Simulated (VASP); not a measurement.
The system is Ag.

```
CELL_PARAMETERS angstrom
0.00000 2.05218 2.05218
2.05218 0.00000 2.05218
2.05218 2.05218 0.00000
ATOMIC_POSITIONS crystal
Ag 0.00000 0.00000 0.00000
```

| Item | Value |
| --- | --- |
| Program | VASP 6.6.1 |
| Task | relaxation of cell and atoms |
| Functional | PBE |
| Potentials or basis | VASP PAW PBE potentials, release 64 (Ag) |
| Cutoff | 600 eV |
| k mesh | 18 × 18 × 18 |
| Occupations | gaussian, width 0.1 eV |
| Spin | no spin polarisation |

At the start: pressure 3.1 GPa; volume 17.29 Å³/atom.

Where does the relaxation end?

Over 15 steps the energy falls by 4.6 meV/atom and the volume is 17.80 Å³/atom (+3.0 %); space group Fm-3m (No. 225, to 0.1 Å) before and after.

The path:
```tsv
step	energy change (eV)	largest force (eV/Å)	pressure (GPa)	volume (Å³)
1	0.0000	0.0000	3.08	17.29
2	-0.0030	0.0000	-1.97	18.13
3	-0.0046	0.0000	-0.12	17.80
4	-0.0046	0.0000	0.11	17.78
5	-0.0046	0.0000	0.06	17.79
6	-0.0046	0.0000	0.06	17.79
7	-0.0046	0.0000	0.06	17.80
8	-0.0046	0.0000	0.05	17.80
9	-0.0046	0.0000	0.05	17.80
10	-0.0046	0.0000	0.06	17.80
11	-0.0046	0.0000	0.06	17.80
12	-0.0046	0.0000	0.05	17.80
13	-0.0046	0.0000	0.05	17.80
14	-0.0046	0.0000	0.05	17.80
15	-0.0046	0.0000	0.03	17.80
```

Final structure:
```xyz
1
Lattice="0.0000 2.0723 2.0723 2.0723 0.0000 2.0723 2.0723 2.0723 0.0000" Properties=species:S:1:pos:R:3 pbc="T T T"
Ag    2.0723    0.0000    2.0723
```
